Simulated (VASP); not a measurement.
CeO2:

```
CELL_PARAMETERS angstrom
0.00000 2.70486 2.70486
2.70486 0.00000 2.70486
2.70486 2.70486 0.00000
ATOMIC_POSITIONS crystal
Ce 0.00000 0.00000 0.00000
O 0.25000 0.25000 0.25000
O 0.75000 0.75000 0.75000
```

Base run:

| Item | Value |
| --- | --- |
| Program | VASP 6.6.1 |
| Functional | revPBE |
| Potentials or basis | VASP PAW PBE potentials, release 64 (Ce, O) |
| Cutoff | 520 eV |
| k mesh | 8 × 8 × 8 |
| Occupations | gaussian, width 0.05 eV |
| Spin | no spin polarisation |

Its results: band gap on the k mesh 1.96 eV (least direct gap 2.07 eV); pressure 8.5 GPa.

Task: The run is repeated on the same cell with these changes: functional from revPBE to PBE. What comes out?

Result: Band gap on the k mesh 1.95 eV (least direct gap 2.06 eV); pressure 5.6 GPa.

PBE binds more tightly than revPBE, so the same cell stands under less pressure.

Caveats: the cell stands under pressure; spin-orbit coupling is left out, which moves the levels of the heavy elements; semilocal functionals describe open f shells poorly, which spoils levels, moments and volumes; the PAW data sets were made with another functional, which shifts forces and pressure a little (at least some runs).

A k mesh can miss the band edges.
